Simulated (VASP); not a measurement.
Input of a VASP 6.6.1 run:

INCAR

```
  PREC = Accurate
  ENCUT = 520
  EDIFF = 1E-7
  ISMEAR = 0
  SIGMA = 0.02
  LREAL = False
  LASPH = True
  NELM = 60
  ALGO = Normal
  ISIF = 2
  LWAVE = False
  LCHARG = False
  GGA = CA
  NBANDS = 34
```

File KPOINTS:

```
regular mesh
0
Gamma
  6 6 4
```

The input POSCAR:

```
SiO2
1.0
    4.9817822558      0.0000000000      0.0000000000
   -2.4908911279      4.3143499897      0.0000000000
    0.0000000000      0.0000000000      5.4953841796
Si O
3 6
Direct
    0.0000000000      0.5000000000      0.3333333333
    0.5000000000      0.5000000000      0.6666666667
    0.5000000000      0.0000000000      0.0000000000
    0.5895783116      0.7947891558      0.8333333333
    0.7947891558      0.5895783116      0.5000000000
    0.7947891558      0.2052108442      0.1666666667
    0.4104216884      0.2052108442      0.8333333333
    0.2052108442      0.4104216884      0.5000000000
    0.2052108442      0.7947891558      0.1666666667
```

Potentials or basis: VASP PAW LDA potentials, release 64 (Si, O).

Launch:

```bash
$ cat potpaw_LDA.64/Si/POTCAR potpaw_LDA.64/O/POTCAR > POTCAR
$ mpirun -np 1 vasp_std > vasp.out
```

Question: What does it give for the pressure?

Answer: 4.7 GPa.

Question: What does it give for the band gap on the k mesh?

Answer: 5.57 eV, indirect (least direct gap 5.73 eV).

Stress tensor (GPa, compression positive):
```
4.62 0.00 0.00
0.00 4.62 0.00
0.00 0.00 4.72
```

A k mesh can miss the band edges.
